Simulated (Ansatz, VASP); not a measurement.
## CoSn: VASP beside Ansatz

```
Co Sn
1.0
     5.21972    0.00000    0.00000
    -2.60986    4.52041    0.00000
     0.00000    0.00000    4.25184
Co Sn
3 3
Direct
  0.00000 0.50000 0.00000
  0.50000 0.50000 0.00000
  0.50000 0.00000 0.00000
  0.66667 0.33333 0.50000
  0.33333 0.66667 0.50000
  0.00000 0.00000 0.00000
```

Change from the starting cell: strain along c alone, the other axes held, atoms relaxed: +2.0 %.

Alike in both runs: task single point; functional PBEsol; k mesh 12 × 12 × 8; occupations gaussian, width 0.1 eV; no spin polarisation.

|  | VASP | Ansatz |
| --- | --- | --- |
| version | VASP 6.6.1 | Ansatz 0.2.0 |
| potentials or method | VASP PAW PBE potentials, release 64 (Co, Sn_d), cutoff 520 eV | scalar-relativistic, plane waves, PAW |
| valence electrons in the cell | 69 | 93 |

```csv
,VASP,Ansatz,Ansatz less VASP
gap on the k mesh at the Fermi level (eV),none,none,-
pressure (GPa),-2.8,-2.7,+0.09
"traceless stress, the component that is largest in VASP (GPa)",-2.70,-2.66,+0.047
```

VASP's potentials were made for PBE, not for PBEsol. A gap of «none» marks a metal or a gap that the smearing closes. VASP's potentials hold 69 valence electrons a cell and Ansatz's 93, so a difference there can come from the potentials and not from the codes.
